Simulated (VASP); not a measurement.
Runs of VASP 6.6.1 on CuO (Tenorite). The structure is that of space group P4_2/mmc (No. 131), or close to it. The cells are those of the table. 

```csv
level,potentials or basis,U,cell,k mesh,gap on the mesh (eV),pressure (GPa)
PBEsol,"VASP PAW PBE potentials, release 64 (Cu, O)",-,"a = 2.893, b = 2.893, c = 5.095 Å, angles 90.0, 90.0, 89.9°, 4 atoms",8 × 8 × 4,none,0.7
LDA,"VASP PAW LDA potentials, release 64 (Cu, O)",-,"a = 2.853, b = 2.853, c = 5.049 Å, angles 90.0, 90.0, 89.9°, 4 atoms",8 × 8 × 4,none,0.8
r2SCAN+D3(BJ),"VASP PAW PBE potentials, release 64 (Cu, O)",-,"a = 2.878, b = 2.878, c = 5.119 Å, angles 90.0, 90.0, 89.9°, 4 atoms",10 × 10 × 5,none,(a)
LDA+U,"VASP PAW LDA potentials, release 64 (Cu, O)",Cu d U = 4.5 eV,"a = 2.866, b = 2.866, c = 5.065 Å, angles 90.2, 90.2, 89.6°, 4 atoms",10 × 10 × 5,none,-5.1
```

Alike in all rows: task single point; no spin polarisation; cutoff (eV) 520; smearing fermi-dirac 0.05 eV.

Question: Estimate the missing entries.

Answer: (a) 1.0.

Caveats: semilocal functionals often make such compounds metallic where correlation or magnetic order opens a gap, which also shifts bond lengths (some runs); the PAW data sets were made with another functional, which shifts forces and pressure a little (some runs); pairwise dispersion overbinds metals, which lowers pressure and volume (some runs); U without spin polarisation on a metal has little footing (some runs).

A gap of «none» marks levels without a gap at the run's occupations.
